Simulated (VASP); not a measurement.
Set up this calculation in VASP 6.6.1, as the native input.

| Item | Value |
| --- | --- |
| Task | relaxation of cell and atoms |
| Functional | PBE |
| Dispersion | D3(BJ) |
| Potentials or basis | VASP PAW PBE potentials, release 64 (As, Pb_d) |
| Cutoff | 600 eV |
| k mesh | 3 × 3 × 4 |
| Occupations | gaussian, width 0.1 eV |
| Spin | no spin polarisation |
| Dipole correction | no |
| Further INCAR settings | ALGO = Normal; EDIFF = 1e-07; IBRION = 2; EDIFFG = -0.04; NSW = 90; ISIF = 3 |

The structure of As8Pb lies in POSCAR:

```
As8Pb
1.0
    7.5189980600      0.0000000000      0.0000000000
   -3.7594990300      6.5116433300      0.0000000000
    0.0000000000      0.0000000000      4.6502556600
As Pb
8 1
Direct
    0.8333333300      0.6666666700      0.1368895500
    0.8333333300      0.1666666700      0.1368895500
    0.3333333300      0.6666666700      0.1368895500
    0.3333333300      0.1666666700      0.1368895500
    0.6666666700      0.8333333300      0.8631104500
    0.6666666700      0.3333333300      0.8631104500
    0.1666666700      0.8333333300      0.8631104500
    0.1666666700      0.3333333300      0.8631104500
    0.0000000000      0.0000000000      0.5000000000
```

The input as run:

INCAR

```
SYSTEM = As8Pb
PREC = Accurate ; ENCUT = 600
EDIFF = 1E-7 ; ISMEAR = 0
SIGMA = 0.1 ; LREAL = .FALSE.
LASPH = .TRUE. ; NELM = 80
ALGO = Normal ; ISIF = 3
LWAVE = .FALSE. ; LCHARG = .FALSE.
GGA = PE ; IVDW = 12
IBRION = 2 ; NSW = 90
EDIFFG = -0.04
```

KPOINTS

```
regular mesh
0
G
  3 3 4
  0 0 0
```

Potentials or basis: VASP PAW PBE potentials, release 64 (As, Pb_d).

Command:

```bash
$ cat potpaw_PBE.64/As/POTCAR potpaw_PBE.64/Pb_d/POTCAR > POTCAR
$ mpirun -np 1 vasp_std > vasp.out
```

Results of the run:

```yaml
Relaxed_volume: 27.32 Å³/atom
Relaxed_cell: a = 7.218 Å, b = 7.218 Å, c = 5.448 Å, α = 90.00°, β = 90.00°, γ = 120.00°
Space_group_after_relaxing_to_0.1_Å: P-3m1 (No. 164)
Energy_gained_by_relaxing: 110.5 meV/atom
Ionic_steps: 14
Pressure_after_relaxing: -0.1 GPa
Largest_force_after_relaxing: 0.011 eV/Å
Band_gap_on_the_k_mesh: zero (bands 27 and 28 overlap by 1.12 eV)
Dispersion_energy_per_atom: -0.337 eV
```

Caveat: a cell axis changed by over 15 % at a fixed basis, so the end point is rough; spin-orbit coupling is left out, which moves the levels of the heavy elements.

Wall time 9.6 min on 1 thread of Intel(R) Xeon(R) 6975P-C (Granite Rapids), on a shared host, peak memory 0.43 GiB.
